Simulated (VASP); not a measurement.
# WAu (F-43m) in VASP: a series of runs

Runs on WAu. Level: PBE. Tasks: single point.

Everything below comes from runs of VASP 6.6.1. Logs are shortened: lines on timing, memory, paths and dates and some standing lists are left out, and cuts for length are marked.

**1. The cell of the first run**

It takes space group F-43m (No. 216, cubic). Conventional cell: a = 5.496 Å, b = 5.496 Å, c = 5.496 Å, α = 90.00°, β = 90.00°, γ = 90.00°. Within 3.1 Å of W (site symmetry -43m) lie 4 Au at 2.38 Å. Within 3.1 Å of Au (site symmetry -43m) lie 4 W at 2.38 Å.

**2. Single point, PBE**

The input, INCAR:

```
SYSTEM = WAu
  PREC = Accurate
  ENCUT = 520
  EDIFF = 1E-7
  ISMEAR = 0
  SIGMA = 0.014
  LREAL = .FALSE.
  LASPH = .TRUE.
  NELM = 100
  ALGO = Fast
  ISIF = 2
  LWAVE = .FALSE.
  LCHARG = .FALSE.
  GGA = PE
  NBANDS = 20
```

The input, KPOINTS:

```
Automatic mesh
0
G
  8 8 8
  0 0 0
```

The input, POSCAR:

```
WAu
1.0
    0.0000000000      2.7479792600      2.7479792600
    2.7479792600      0.0000000000      2.7479792600
    2.7479792600      2.7479792600      0.0000000000
W Au
1 1
Direct
    0.0000000000      0.0000000000      0.0000000000
    0.7500000000      0.7500000000      0.7500000000
```

Potentials or basis: VASP PAW PBE potentials, release 64 (W_sv, Au).

On the command line:

```
$ cat potpaw_PBE.64/W_sv/POTCAR potpaw_PBE.64/Au/POTCAR > POTCAR
$ mpirun -np 1 vasp_std > vasp.out
```

OUTCAR:

```text
SYSTEM = WAu
   PREC = Accurate
   ENCUT = 520
   EDIFF = 1E-7
   ISMEAR = 0
   LREAL = .FALSE.
   LASPH = .TRUE.
   NELM = 100
   ISIF = 2
   GGA = PE

 ion  position               nearest neighbor table
   1  0.000  0.000  0.000-   2 2.38   2 2.38   2 2.38   2 2.38
   2  0.750  0.750  0.750-   1 2.38   1 2.38   1 2.38   1 2.38

  LATTYP: Found a face centered cubic cell.
 ALAT       =     5.4959585200

  Lattice vectors:

 A1 = (   0.0000000000,   2.7479792600,   2.7479792600)
 A2 = (   2.7479792600,   0.0000000000,   2.7479792600)
 A3 = (   2.7479792600,   2.7479792600,   0.0000000000)

Analysis of symmetry for initial positions (statically):
=====================================================================
 Subroutine PRICEL returns:
 Original cell was already a primitive cell.

 Routine SETGRP: Setting up the symmetry group for a
 face centered cubic supercell.

 Subroutine GETGRP returns: Found 24 space group operations
 (whereof 24 operations were pure point group operations)
 out of a pool of 48 trial point group operations.

The static configuration has the point symmetry T_d .

Analysis of symmetry for dynamics (positions and initial velocities):
=====================================================================
 Subroutine PRICEL returns:
 Original cell was already a primitive cell.

 Routine SETGRP: Setting up the symmetry group for a
 face centered cubic supercell.

 Subroutine GETGRP returns: Found 24 space group operations
 (whereof 24 operations were pure point group operations)
 out of a pool of 48 trial point group operations.

The dynamic configuration has the point symmetry T_d .

 Subroutine INISYM returns: Found 24 space group operations
 (whereof 24 operations are pure point group operations),
 and found     1 'primitive' translations

----------------------------------------------------------------------------------------

                                     Primitive cell

  volume of cell :      41.5021

  direct lattice vectors                    reciprocal lattice vectors
     0.000000000  2.747979260  2.747979260    -0.181951883  0.181951883  0.181951883
     2.747979260  0.000000000  2.747979260     0.181951883 -0.181951883  0.181951883
     2.747979260  2.747979260  0.000000000     0.181951883  0.181951883 -0.181951883

  length of vectors
     3.886229539  3.886229539  3.886229539     0.315149905  0.315149905  0.315149905

  position of ions in fractional coordinates (direct lattice)
[... 77 lines left out ...]
   ENCUT  =  520.0 eV  38.22 Ry    6.18 a.u.   7.23  7.23  7.23*2*pi/ulx,y,z
   NELM   =    100;   NELMIN=  2; NELMDL= -5     # of ELM steps
   EDIFF  = 0.1E-06   stopping-criterion for ELM
   LREAL  =      F    real-space projection
   EDIFFG = 0.1E-05   stopping-criterion for IOM
   NSW    =      0    number of steps for IOM
   IBRION =     -1    ionic relax: 0-MD 1-quasi-New 2-CG
   NFREE  =      0    steps in history (QN), initial steepest desc. (CG)
   ISIF   =      2    stress and relaxation
   ISYM   =      2    0-nonsym 1-usesym 2-fastsym
   POTIM  = 0.5000    time-step for ionic-motion
   TEBEG  =    0.0;   TEEND  =   0.0 temperature during run
   PSTRESS=    0.0 pullay stress
   NELECT =      25.0000    total number of electrons
   NUPDOWN=      -1.0000    fix difference up-down
   EMIN   =  10.00;   EMAX   =-10.00  energy-range for DOS
   EFERMI =   0.00;   METHOD = LEGACY
   ISMEAR =     0;   SIGMA  =   0.01  broadening in eV -4-tet -1-fermi 0-gaus
   EFERMI_NEDOS =   21; number of points for ismear=-14 and -15
   IALGO  =     68    algorithm
   IMIX   =      4    mixing-type and parameters
     AMIX     =   0.40;   BMIX     =  1.00
     AMIX_MAG =   1.60;   BMIX_MAG =  1.00
  volume/ion in A,a.u.               =      20.75       140.04
  Fermi-wavevector in a.u.,A,eV,Ry     =   1.382605  2.612744 26.008842  1.911596
  Thomas-Fermi vector in A             =   2.507280
   LORBIT       =      0    0 simple, 1 ext, 2 COOP (PROOUT), +10 PAW based schemes
   GGA     = PE    functional components
   LHFCALC =     F    Hartree Fock is set to
   AEXX    =    0.0000 exact exchange contribution
   IVDW    =     0    specifies the selected vdW correction
   LEPSILON=     F    determine dielectric tensor
   LRPA    =     F    only Hartree local field effects (RPA)
 non-spin polarized calculation
 RMM-DIIS sequential band-by-band and
 Gauss-broadening in eV      SIGMA  =   0.01
  energy-cutoff  :      520.00
  volume of cell :       41.50
 maximum number of plane-waves:      1139
 NGX is ok and might be reduce to    30
   NGX = 15   NGY = 15   NGZ = 15

 number of electron      25.0000000 magnetization

 Free energy of the ion-electron system (eV)
  ---------------------------------------------------
  ext. energy  EPLUGINS =         0.00000000
  ---------------------------------------------------
  free energy    TOTEN  =       -11.63489894 eV

  energy without entropy =      -11.63454600  energy(sigma->0) =      -11.63472247

 E-fermi :   7.5665     XC(G=0): -11.5418

 val. band max:        7.5410248449   @ k =   0.5000   0.2500   0.0000
 cond. band min:       7.5706270187   @ k =  -0.3750   0.2500   0.1250
 fundamental gap:      0.0296021738
 Fermi energy:         7.5664997712

 k-point     1 :       0.0000    0.0000    0.0000
  band No.  band energies     occupation
      1     -66.4363      2.00000
      2     -30.7434      2.00000
      3     -30.7434      2.00000
      4     -30.7434      2.00000
      5      -0.8950      2.00000
      6       0.9331      2.00000
[... 541 lines left out ...]
     19      18.1648      0.00000
     20      22.0265      0.00000

 [... further k-points ...]

------------------------ aborting loop because EDIFF is reached ----------------------------------------

  FORCE on cell =-STRESS in cart. coord.  units (eV):
  Direction    XX          YY          ZZ          XY          YZ          ZX
  --------------------------------------------------------------------------------------
  -------------------------------------------------------------------------------------
  Total        8.5672478      8.5672478      8.5672478     -0.0000000     -0.0000000      0.0000000
  in kB      330.7360705    330.7360705    330.7360705     -0.0000000     -0.0000000      0.0000000
  external PRESSURE =     330.7360705 kB  Pullay stress =       0.0000000 kB

 VOLUME and BASIS-vectors are now :
 -----------------------------------------------------------------------------
  energy-cutoff  :      520.00
  volume of cell :       41.50
      direct lattice vectors                 reciprocal lattice vectors
     0.000000000  2.747979260  2.747979260    -0.181951883  0.181951883  0.181951883
     2.747979260  0.000000000  2.747979260     0.181951883 -0.181951883  0.181951883
     2.747979260  2.747979260  0.000000000     0.181951883  0.181951883 -0.181951883

 POSITION                                       TOTAL-FORCE (eV/Angst)
 -----------------------------------------------------------------------------------
      0.00000      0.00000      0.00000        -0.000000     -0.000000     -0.000000
      4.12197      4.12197      4.12197         0.000000      0.000000      0.000000
 -----------------------------------------------------------------------------------
    total drift:                                0.000001      0.000001      0.000001

  FREE ENERGIE OF THE ION-ELECTRON SYSTEM (eV)
  ---------------------------------------------------
  free  energy   TOTEN  =       -11.6348989400 eV

  energy  without entropy=      -11.6345459994  energy(sigma->0) =      -11.63472247
```

Wall time 56 s (1 thread of Intel Xeon 8259CL, shared host); peak memory 0.18 GiB.

Results:

| Property | Result |
| --- | --- |
| Free energy | -11.6349 eV |
| Pressure | 33.1 GPa |

Caveat: spin-orbit coupling is left out, which moves the levels of the heavy elements.

**3. Single point, PBE**

The input, INCAR:

```
SYSTEM = WAu
ALGO = Normal
EDIFF = 1E-7
ENCUT = 520
GGA = PE
ISIF = 2
ISMEAR = 0
LASPH = .TRUE.
LCHARG = .FALSE.
LREAL = .FALSE.
LWAVE = .FALSE.
NBANDS = 20
NELM = 60
PREC = Accurate
SIGMA = 0.015
```

The input, KPOINTS:

```
k-points
0
G
  8 8 8
  0 0 0
```

POSCAR is that of step 2.

Potentials or basis: VASP PAW PBE potentials, release 64 (W_sv, Au).

On the command line:

```
$ cat potpaw_PBE.64/W_sv/POTCAR potpaw_PBE.64/Au/POTCAR > POTCAR
$ mpirun -np 1 vasp_std > vasp.out
```

Wall time 40 s (1 thread of Intel Xeon 8259CL, shared host); peak memory 0.18 GiB.

The run converged. Its results:

| Item | Value |
| --- | --- |
| Free energy | -11.6349 eV |
| Pressure | 33.1 GPa |

Levels at points of the mesh, in eV from the Fermi level:
```tsv
k point	band 10	band 11	band 12	band 13	band 14	band 15	band 16	band 17
(0.00, 0.00, 0.00)	-6.29	-0.82	-0.82	-0.82	2.17	2.17	9.24	11.82
(0.50, 0.00, 0.00)	-5.55	-2.17	-0.18	-0.18	1.86	1.86	2.65	8.89
(0.50, 0.50, 0.00)	-4.19	-3.16	0.42	1.51	2.02	2.02	3.71	3.77
```

Caveat: spin-orbit coupling is left out, which moves the levels of the heavy elements.
